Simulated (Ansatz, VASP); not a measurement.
One calculation of HgTe, two programs

INCAR

```
PREC = Accurate
ENCUT = 520
EDIFF = 1E-6
ISMEAR = 0
SIGMA = 0.15
LREAL = F
LASPH = T
NELM = 60
ALGO = Normal
ISIF = 2
LWAVE = F
LCHARG = F
GGA = PE
NBANDS = 16
```

File KPOINTS:

```
Automatic mesh
0
Gamma
  16 16 16
```

The input POSCAR:

```
HgTe
1.0
    0.0000000000      3.3247980866      3.3247980866
    3.3247980866      0.0000000000      3.3247980866
    3.3247980866      3.3247980866      0.0000000000
Hg Te
1 1
Direct
    0.0114795018      0.0114795018     -0.0114795018
    0.7319537913      0.7319537913      0.7680462087
```

Input for Ansatz:

```yaml
crystal:
  lattice:
    - [0.0, 3.3247980766, 3.3247980766]
    - [3.3247980766, 0.0, 3.3247980766]
    - [3.3247980766, 3.3247980766, 0.0]
  atoms:
    - { symbol: Hg, position: [0.0114795018, 0.0114795018, -0.0114795018] }
    - { symbol: Te, position: [0.7319537913, 0.7319537913, 0.7680462087] }
basis:
  ecutwfc: 420
kpoints:
  mp_grid: { grid: [16, 16, 16] }
hamiltonian:
  xc: pbe
scf:
  occupations: { method: gaussian, width: 0.15 }
output:
  forces: true
  stress: true
  eigenvalues: true
  write_density: true
  write_potential: true
  elf: true
  volumetric_format: npy
```

Change from the starting cell: mode 4 (96.6 1/cm) frozen in, largest displacement -0.120 Å.

Alike in both runs: task single point; functional PBE; k mesh 16 × 16 × 16; occupations gaussian, width 0.15 eV; no spin polarisation.

|  | VASP | Ansatz |
| --- | --- | --- |
| version | VASP 6.6.1 | Ansatz 0.2.0 |
| potentials or method | VASP PAW PBE potentials, release 64 (Hg, Te), cutoff 520 eV | scalar-relativistic, plane waves, PAW |
| valence electrons in the cell | 18 | 36 |

VASP gave:

| Property | Result |
| --- | --- |
| gap on the k mesh at the Fermi level (eV) | none |
| pressure (GPa) | 0.6 |
| traceless stress, the component that is largest in VASP (GPa) | -1.56 |
| rms of the force components (eV/Å) | 0.305 |

**Question.** Estimate Ansatz's values.

**Answer.** gap on the k mesh at the Fermi level (eV): none; pressure (GPa): 0.5; traceless stress, the component that is largest in VASP (GPa): -1.52; rms of the force components (eV/Å): 0.298.

Atom by atom the forces differ by 0.007 eV/Å (rms over components). A gap of «none» marks a metal or a gap that the smearing closes. The functional is the same, so the differences come from potentials, cutoffs and numerics. VASP's potentials hold 18 valence electrons a cell and Ansatz's 36, so a difference there can come from the potentials and not from the codes.

Spin-orbit coupling is off throughout.
